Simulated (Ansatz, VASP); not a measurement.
**Two plane-wave programs on Eu**

```xyz
1
Lattice="-2.3030 2.3030 2.3030 2.3030 -2.3030 2.3030 2.3030 2.3030 -2.3030" Properties=species:S:1:pos:R:3 pbc="T T T"
Eu    0.0000    0.0000    0.0000
```

Alike in both runs: task single point; functional PBE; k mesh 7 × 7 × 7; occupations fermi-dirac, width 0.05 eV; collinear spin; fixed moment 14 μB.

|  | VASP | Ansatz |
| --- | --- | --- |
| version | VASP 6.6.1 | Ansatz 0.2.0 |
| potentials or method | VASP PAW PBE potentials, release 64 (Eu) | Ansatz PAW |
| plane-wave cutoff (eV) | 520 | 420 |
| valence electrons in the cell | 17 | 17 |

```tsv
	VASP	Ansatz	Ansatz less VASP
pressure (GPa)	-4.6	-4.5	+0.13
net moment per atom (μB)	14.00	14.00	0.000
size of the moment on the site where the two differ most (μB)	11.37	12.73	+1.358
```

Site moments also hang on the region over which each program counts them.

Spin-orbit coupling is off throughout.
